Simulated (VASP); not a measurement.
# Lu (P6_3/mmc) in VASP: further runs

Lu is run at these levels: r2SCAN; tasks: single point, relaxation of volume and atoms at fixed shape.

All numbers are computed with VASP 6.6.1; they aren't measurements. Logs are shortened: lines on timing, memory, paths and dates and some standing lists are left out, and cuts for length are marked.

## 1. The cell of the first run

It takes space group P6_3/mmc (No. 194, hexagonal). Conventional cell: a = 3.490 Å, b = 3.490 Å, c = 5.530 Å, α = 90.00°, β = 90.00°, γ = 120.00°. Lu (site symmetry -6m2) has 12 Lu at 3.42 to 3.49 Å within 4.5 Å.

## 2. Single point, r2SCAN

The input, POSCAR:

```
Lu
1.0
    3.4900477509      0.0000000000      0.0000000000
   -1.7450238755      3.0224700127      0.0000000000
    0.0000000000      0.0000000000      5.5302174525
Lu
2
Direct
    0.3333333333      0.6666666667      0.2500000000
    0.6666666667      0.3333333333      0.7500000000
```

The input, INCAR.step1:

```
SYSTEM = Lu
PREC = Accurate ; ENCUT = 520
ISMEAR = -1 ; SIGMA = 0.1
LREAL = .FALSE. ; LASPH = .TRUE.
NELM = 100 ; NBANDS = 32
GGA = PE ; ALGO = Normal
EDIFF = 1E-4 ; LWAVE = .TRUE.
LCHARG = .FALSE.
```

The input, INCAR.step2:

```
SYSTEM = Lu
PREC = Accurate ; ENCUT = 520
EDIFF = 1E-7 ; ISMEAR = -1
SIGMA = 0.1 ; LREAL = .FALSE.
LASPH = .TRUE. ; NELM = 100
ALGO = Normal ; ISIF = 2
LWAVE = .FALSE. ; LCHARG = .FALSE.
METAGGA = R2SCAN ; LMIXTAU = .TRUE.
NBANDS = 32 ; ISTART = 1
```

The input, KPOINTS:

```
regular mesh
0
G
  8 8 5
  0 0 0
```

Potentials or basis: VASP PAW PBE potentials, release 64 (Lu).

On the command line:

```sh
$ cat potpaw_PBE.64/Lu/POTCAR > POTCAR
$ cp INCAR.step1 INCAR
$ mpirun -np 1 vasp_std > vasp.out
$ cp INCAR.step2 INCAR
$ mpirun -np 1 vasp_std > vasp.out
```

OUTCAR:

```text
SYSTEM = Lu
   PREC = Accurate
   ENCUT = 520
   EDIFF = 1E-7
   ISMEAR = -1
   LREAL = .FALSE.
   LASPH = .TRUE.
   NELM = 100
   ISIF = 2
   METAGGA = R2SCAN
   ISTART = 1

 ion  position               nearest neighbor table
   1  0.333  0.667  0.250-   2 3.42   2 3.42   2 3.42   2 3.42   2 3.42   2 3.42
   2  0.667  0.333  0.750-   1 3.42   1 3.42   1 3.42   1 3.42   1 3.42   1 3.42

  LATTYP: Found a hexagonal cell.
 ALAT       =     3.4900477509
 C/A-ratio  =     1.5845678476

  Lattice vectors:

 A1 = (   3.4900477509,   0.0000000000,   0.0000000000)
 A2 = (  -1.7450238755,   3.0224700127,   0.0000000000)
 A3 = (   0.0000000000,   0.0000000000,   5.5302174525)

Analysis of symmetry for initial positions (statically):
=====================================================================
 Subroutine PRICEL returns:
 Original cell was already a primitive cell.

 Routine SETGRP: Setting up the symmetry group for a
 hexagonal supercell.

 Subroutine GETGRP returns: Found 24 space group operations
 (whereof 12 operations were pure point group operations)
 out of a pool of 24 trial point group operations.

The static configuration has the point symmetry D_3d.
 The point group associated with its full space group is D_6h.

Analysis of symmetry for dynamics (positions and initial velocities):
=====================================================================
 Subroutine PRICEL returns:
 Original cell was already a primitive cell.

 Routine SETGRP: Setting up the symmetry group for a
 hexagonal supercell.

 Subroutine GETGRP returns: Found 24 space group operations
 (whereof 12 operations were pure point group operations)
 out of a pool of 24 trial point group operations.

The dynamic configuration has the point symmetry D_3d.
 The point group associated with its full space group is D_6h.

 Subroutine INISYM returns: Found 24 space group operations
 (whereof 12 operations are pure point group operations),
 and found     1 'primitive' translations

----------------------------------------------------------------------------------------

                                     Primitive cell

  volume of cell :      58.3359

  direct lattice vectors                    reciprocal lattice vectors
     3.490047751  0.000000000  0.000000000     0.286529031  0.165427613  0.000000000
    -1.745023876  3.022470013  0.000000000     0.000000000  0.330855226  0.000000000
     0.000000000  0.000000000  5.530217452     0.000000000  0.000000000  0.180824716

  length of vectors
     3.490047751  3.490047751  5.530217452     0.330855226  0.330855226  0.180824716

  position of ions in fractional coordinates (direct lattice)
     0.333333333  0.666666667  0.250000000
     0.666666667  0.333333333  0.750000000

  ion indices of the primitive-cell ions
   primitive index   ion index
                 1           1
                 2           2

----------------------------------------------------------------------------------------

 KPOINTS: regular mesh

Automatic generation of k-mesh.
 Grid dimensions read from file:
 generate k-points for:    8    8    5

 Generating k-lattice:

  Cartesian coordinates                     Fractional coordinates (reciprocal lattice)
     0.035816129  0.020678452  0.000000000     0.125000000  0.000000000  0.000000000
     0.000000000  0.041356903  0.000000000     0.000000000  0.125000000  0.000000000
     0.000000000  0.000000000  0.036164943     0.000000000  0.000000000  0.200000000

  Length of vectors
     0.041356903  0.041356903  0.036164943

  Shift w.r.t. Gamma in fractional coordinates (k-lattice)
     0.000000000  0.000000000  0.000000000

 Subroutine IBZKPT returns following result:
 ===========================================

 Found     30 irreducible k-points:

 Following reciprocal coordinates:
            Coordinates               Weight
  0.000000  0.000000  0.000000      1.000000
  0.125000  0.000000  0.000000      6.000000
  0.250000  0.000000  0.000000      6.000000
  0.375000  0.000000  0.000000      6.000000
  0.500000  0.000000  0.000000      3.000000
  0.125000  0.125000  0.000000      6.000000
[... 16 lines left out ...]
  0.250000  0.000000  0.400000     12.000000
  0.375000  0.000000  0.400000     12.000000
 [... further k-points ...]
   k-points           NKPTS =     30   k-points in BZ     NKDIM =     30   number of bands    NBANDS=     32
   number of dos      NEDOS =    301   number of ions     NIONS =      2
   total plane-waves  NPLWV =  32928
   dimension x,y,z NGX =    28 NGY =   28 NGZ =   42
   dimension x,y,z NGXF=    56 NGYF=   56 NGZF=   84
   ions per type =               2
   NGX,Y,Z   is equivalent  to a cutoff of  13.34, 13.34, 12.63 a.u.
   NGXF,Y,Z  is equivalent  to a cutoff of  26.68, 26.68, 25.25 a.u.
 SYSTEM =  Lu
   PREC   = accura    normal or accurate (medium, high low for compatibility)
   ISTART =      1    job   : 0-new  1-cont  2-samecut
   ICHARG =      0    charge: 1-file 2-atom 10-const
   ISPIN  =      1    spin polarized calculation?
   LNONCOLLINEAR =      F non collinear calculations
   LSORBIT =      F    spin-orbit coupling
   LASPH  =      T    aspherical Exc in radial PAW
   ENCUT  =  520.0 eV  38.22 Ry    6.18 a.u.   6.49  6.49 10.28*2*pi/ulx,y,z
   NELM   =    100;   NELMIN=  2; NELMDL=  0     # of ELM steps
   EDIFF  = 0.1E-06   stopping-criterion for ELM
   LREAL  =      F    real-space projection
   EDIFFG = 0.1E-05   stopping-criterion for IOM
   NSW    =      0    number of steps for IOM
   IBRION =     -1    ionic relax: 0-MD 1-quasi-New 2-CG
   NFREE  =      0    steps in history (QN), initial steepest desc. (CG)
   ISIF   =      2    stress and relaxation
   ISYM   =      2    0-nonsym 1-usesym 2-fastsym
   POTIM  = 0.5000    time-step for ionic-motion
   TEBEG  =    0.0;   TEEND  =   0.0 temperature during run
   PSTRESS=    0.0 pullay stress
   NELECT =      50.0000    total number of electrons
   NUPDOWN=      -1.0000    fix difference up-down
   EMIN   =  10.00;   EMAX   =-10.00  energy-range for DOS
   EFERMI =   0.00;   METHOD = LEGACY
   ISMEAR =    -1;   SIGMA  =   0.10  broadening in eV -4-tet -1-fermi 0-gaus
   EFERMI_NEDOS =   21; number of points for ismear=-14 and -15
   IALGO  =     38    algorithm
   IMIX   =      4    mixing-type and parameters
     AMIX     =   0.40;   BMIX     =  1.00
     AMIX_MAG =   1.60;   BMIX_MAG =  1.00
  volume/ion in A,a.u.               =      29.17       196.83
  Fermi-wavevector in a.u.,A,eV,Ry     =   1.555081  2.938677 32.902649  2.418276
  Thomas-Fermi vector in A             =   2.659074
   LORBIT       =      0    0 simple, 1 ext, 2 COOP (PROOUT), +10 PAW based schemes
   METAGGA = R2SCAN    functional components
   LHFCALC =     F    Hartree Fock is set to
   AEXX    =    0.0000 exact exchange contribution
   IVDW    =     0    specifies the selected vdW correction
   LEPSILON=     F    determine dielectric tensor
   LRPA    =     F    only Hartree local field effects (RPA)
 non-spin polarized calculation
  energy-cutoff  :      520.00
  volume of cell :       58.34
 maximum number of plane-waves:      1592
 NGX is ok and might be reduce to    28
   NGX = 13   NGY = 13   NGZ = 21

 number of electron      49.9999997 magnetization

 Free energy of the ion-electron system (eV)
  ---------------------------------------------------
  ext. energy  EPLUGINS =         0.00000000
  ---------------------------------------------------
  free energy    TOTEN  =       -76.16433450 eV

  energy without entropy =      -76.05475751  energy(sigma->0) =      -76.10954601

 E-fermi :   2.1549     XC(G=0): -11.5929

 val. band max:        2.1467463316   @ k =   0.3750   0.0000   0.4000
 cond. band min:       2.1747865451   @ k =   0.3750   0.2500   0.4000
 fundamental gap:      0.0280402135
 Fermi energy:         2.1549424282

 k-point     1 :       0.0000    0.0000    0.0000
  band No.  band energies     occupation
      1     -55.7262      2.00000
      2     -55.6902      2.00000
      3     -26.0137      2.00000
      4     -25.5697      2.00000
      5     -25.5697      2.00000
      6     -25.4912      2.00000
[... 24 lines left out ...]
     31       6.0409      0.00000
     32       6.0409      0.00000

 k-point     2 :       0.1250    0.0000    0.0000
  band No.  band energies     occupation
      1     -55.7223      2.00000
      2     -55.6888      2.00000
      3     -25.9885      2.00000
      4     -25.6213      2.00000
      5     -25.5869      2.00000
      6     -25.5451      2.00000
[... 24 lines left out ...]
     31       5.6655      0.00000
     32       5.7445      0.00000

 k-point     3 :       0.2500    0.0000    0.0000
  band No.  band energies     occupation
      1     -55.7125      2.00000
      2     -55.6857      2.00000
      3     -25.9207      2.00000
      4     -25.7467      2.00000
      5     -25.6696      2.00000
      6     -25.6262      2.00000
[... 24 lines left out ...]
     31       6.3369      0.00000
     32       6.7431      0.00000

 k-point     4 :       0.3750    0.0000    0.0000
  band No.  band energies     occupation
      1     -55.7014      2.00000
      2     -55.6838      2.00000
      3     -25.8729      2.00000
      4     -25.8344      2.00000
      5     -25.7873      2.00000
      6     -25.6635      2.00000
[... 24 lines left out ...]
     31       7.6727      0.00000
     32       8.0922      0.00000

 k-point     5 :       0.5000    0.0000    0.0000
  band No.  band energies     occupation
      1     -55.6959      2.00000
      2     -55.6840      2.00000
      3     -25.9250      2.00000
      4     -25.8345      2.00000
      5     -25.7836      2.00000
      6     -25.6786      2.00000
[... 584 lines left out ...]
     31       7.4188      0.00000
     32       7.4188      0.00000

 k-point    22 :       0.1250    0.0000    0.4000
  band No.  band energies     occupation
      1     -55.7108      2.00000
      2     -55.7004      2.00000
      3     -25.8344      2.00000
      4     -25.6938      2.00000
      5     -25.5802      2.00000
      6     -25.5565      2.00000
[... 24 lines left out ...]
     31       7.2885      0.00000
     32       7.3389      0.00000

 k-point    23 :       0.2500    0.0000    0.4000
  band No.  band energies     occupation
      1     -55.7032      2.00000
      2     -55.6950      2.00000
      3     -25.8620      2.00000
      4     -25.7878      2.00000
      5     -25.6402      2.00000
      6     -25.5889      2.00000
[... 24 lines left out ...]
     31       7.3435      0.00000
     32       7.3646      0.00000

 k-point    24 :       0.3750    0.0000    0.4000
  band No.  band energies     occupation
      1     -55.6953      2.00000
      2     -55.6899      2.00000
      3     -25.9355      2.00000
      4     -25.8966      2.00000
      5     -25.6486      2.00000
      6     -25.6207      2.00000
[... 24 lines left out ...]
     31       7.7947      0.00000
     32       8.2359      0.00000

 [... further k-points ...]
[... 5 lines left out ...]
  --------------------------------------------------------------------------------------
  -------------------------------------------------------------------------------------
  Total        0.2307415      0.2307415     -0.1271385     -0.0000000      0.0000000      0.0000000
  in kB        6.3372493      6.3372493     -3.4918220     -0.0000000      0.0000000      0.0000000
  external PRESSURE =       3.0608922 kB  Pullay stress =       0.0000000 kB

 VOLUME and BASIS-vectors are now :
 -----------------------------------------------------------------------------
  energy-cutoff  :      520.00
  volume of cell :       58.34
      direct lattice vectors                 reciprocal lattice vectors
     3.490047751  0.000000000  0.000000000     0.286529031  0.165427613  0.000000000
    -1.745023876  3.022470013  0.000000000     0.000000000  0.330855226  0.000000000
     0.000000000  0.000000000  5.530217452     0.000000000  0.000000000  0.180824716

 POSITION                                       TOTAL-FORCE (eV/Angst)
 -----------------------------------------------------------------------------------
     -0.00000      2.01498      1.38255         0.000000     -0.000000      0.000000
      1.74502      1.00749      4.14766        -0.000000      0.000000      0.000000
 -----------------------------------------------------------------------------------
    total drift:                               -0.000000      0.000000     -0.000000

  FREE ENERGIE OF THE ION-ELECTRON SYSTEM (eV)
  ---------------------------------------------------
  free  energy   TOTEN  =       -76.1643345006 eV

  energy  without entropy=      -76.0547575148  energy(sigma->0) =      -76.10954601
```

It took 2.1 min on 1 thread of Intel Xeon 6975P-C (Granite Rapids), shared host; peak memory 0.21 GiB.

Results:

```
Free energy            : -76.1643 eV
Pressure               : 0.3 GPa
Band gap on the k mesh : zero (band 25 reaches 3.07 eV, above the bottom of band 26 at 1.55 eV)
```

Stress tensor (GPa, compression positive):
```
 0.63  0.00  0.00
 0.00  0.63  0.00
 0.00  0.00 -0.35
```

Levels at points of the mesh, in eV from the Fermi level:
```csv
k point,band 22,band 23,band 24,band 25,band 26,band 27,band 28,band 29
"(0.00, 0.00, 0.00)",-5.04,-5.04,-2.45,0.42,2.47,2.47,2.80,3.23
"(0.50, 0.00, 0.00)",-5.04,-2.36,-1.42,-0.87,-0.39,1.65,2.19,2.54
```

Caveat: the PAW data sets were made with another functional, which shifts forces and pressure a little; spin-orbit coupling is left out, which moves the levels of the heavy elements.

## 3. Relaxation of volume and atoms at fixed shape, r2SCAN

This run uses another cell than the first one, of 29.50 Å³/atom, 1.011 times its volume.

The input, POSCAR:

```
Lu
1.0
    3.5031000000      0.0000000000      0.0000000000
   -1.7515500000      3.0337740000      0.0000000000
    0.0000000000      0.0000000000      5.5509000000
Lu
2
Direct
    0.3333333333      0.6666666667      0.2500000000
    0.6666666667      0.3333333333      0.7500000000
```

The input, INCAR.step1:

```
PREC     = Accurate       # precision mode
ENCUT    = 600            # plane-wave cutoff, eV
ISMEAR   = -1             # smearing method
SIGMA    = 0.1            # smearing width, eV
LREAL    = F              # projectors in reciprocal space
LASPH    = T              # aspherical terms in the spheres
NELM     = 100            # most SCF steps
GGA      = PE             # functional
ALGO     = Normal         # electronic algorithm
EDIFF    = 1E-4           # SCF threshold, eV
LWAVE    = T              # write WAVECAR
LCHARG   = F              # write CHGCAR
```

The input, INCAR.step2:

```
PREC     = Accurate       # precision mode
ENCUT    = 600            # plane-wave cutoff, eV
EDIFF    = 1E-6           # SCF threshold, eV
ISMEAR   = -1             # smearing method
SIGMA    = 0.1            # smearing width, eV
LREAL    = F              # projectors in reciprocal space
LASPH    = T              # aspherical terms in the spheres
NELM     = 100            # most SCF steps
ALGO     = Normal         # electronic algorithm
ISIF     = 8              # what is computed and relaxed
LWAVE    = F              # write WAVECAR
LCHARG   = F              # write CHGCAR
METAGGA  = R2SCAN         # meta-GGA
LMIXTAU  = T            
IBRION   = 2              # ionic algorithm
NSW      = 60             # ionic steps
EDIFFG   = -0.03          # ionic threshold
ISTART   = 1
```

The input, KPOINTS:

```
regular mesh
0
Gamma
  8 8 5
```

Potentials or basis: VASP PAW PBE potentials, release 64 (Lu).

On the command line:

```sh
$ cat potpaw_PBE.64/Lu/POTCAR > POTCAR
$ cp INCAR.step1 INCAR
$ mpirun -np 1 vasp_std > vasp.out
$ cp INCAR.step2 INCAR
$ mpirun -np 1 vasp_std > vasp.out
```

Wall time 5.9 min (1 thread of Oxide Virtual Turin-like, shared host); peak memory 0.19 GiB.

The run converged. Its results:

| Item | Value |
| --- | --- |
| Free energy | -76.1669 eV |
| Pressure after relaxing | -0.1 GPa |
| Band gap on the k mesh | zero (band 25 reaches 3.03 eV, above the bottom of band 26 at 1.51 eV) |

Stress tensor (GPa, compression positive):
```
 0.21  0.00  0.00
 0.00  0.21  0.00
 0.00  0.00 -0.58
```

Final structure:
```
Lu
1.0
     3.50310    0.00000    0.00000
    -1.75155    3.03377    0.00000
     0.00000    0.00000    5.55090
Lu
2
Direct
  0.33333 0.66667 0.25000
  0.66667 0.33333 0.75000
```

Levels at points of the mesh, in eV from the Fermi level:
| k point | band 22 | band 23 | band 24 | band 25 | band 26 | band 27 | band 28 | band 29 |
| --- | --- | --- | --- | --- | --- | --- | --- | --- |
| (0.00, 0.00, 0.00) | -5.06 | -5.06 | -2.43 | 0.39 | 2.46 | 2.46 | 2.78 | 3.21 |
| (0.50, 0.00, 0.00) | -5.07 | -2.35 | -1.41 | -0.85 | -0.39 | 1.63 | 2.18 | 2.52 |

Caveat: the relaxation stopped at its first step, so nothing moved; the PAW data sets were made with another functional, which shifts forces and pressure a little; spin-orbit coupling is left out, which moves the levels of the heavy elements.
